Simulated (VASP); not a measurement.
The system is TaN.

```
Ta N
1.0
     2.93800    0.00000    0.00000
    -1.46900    2.54438    0.00000
     0.00000    0.00000    2.88300
Ta N
1 1
Cartesian
  0.0000 1.6963 1.4415
  0.0000 0.0000 0.0000
```

| Item | Value |
| --- | --- |
| Program | VASP 6.6.1 |
| Task | relaxation of cell and atoms |
| Functional | PBE |
| Potentials or basis | VASP PAW PBE potentials, release 64 (Ta_pv, N) |
| Cutoff | 600 eV |
| k mesh | 10 × 10 × 9 |
| Occupations | fermi-dirac, width 0.05 eV |
| Spin | no spin polarisation |
| Hubbard terms | Ta d U = 8.0 eV |

At the start: pressure 32.7 GPa; volume 10.78 Å³/atom.

Q: How do energy, volume and symmetry change on relaxing?

A: Over 13 steps the energy falls by 96.9 meV/atom and the volume is 11.80 Å³/atom (+9.5 %); space group P-6m2 (No. 187, to 0.05 Å).

The path:
```tsv
step	energy change (eV)	largest force (eV/Å)	pressure (GPa)	volume (Å³)
1	0.0000	0.0000	32.67	21.55
2	0.6400	0.0000	-39.58	29.16
3	-0.1925	0.0000	-1.99	23.77
4	-0.1936	0.0000	-0.20	23.62
5	-0.1936	0.0000	0.34	23.58
6	-0.1937	0.0000	0.27	23.59
7	-0.1937	0.0000	0.31	23.58
8	-0.1937	0.0000	0.29	23.58
9	-0.1937	0.0000	0.33	23.58
10	-0.1937	0.0000	0.29	23.58
11	-0.1937	0.0000	0.31	23.58
12	-0.1937	0.0000	-0.39	23.64
13	-0.1938	0.0000	-0.01	23.60
```

Final structure:
```
Ta N
1.0
     3.02713    0.00000    0.00000
    -1.51356    2.62157    0.00000
     0.00000    0.00000    2.97436
Ta N
1 1
Cartesian
  0.0000 1.7477 1.4872
  0.0000 0.0000 0.0000
```

Caveat: U without spin polarisation on a metal has little footing.
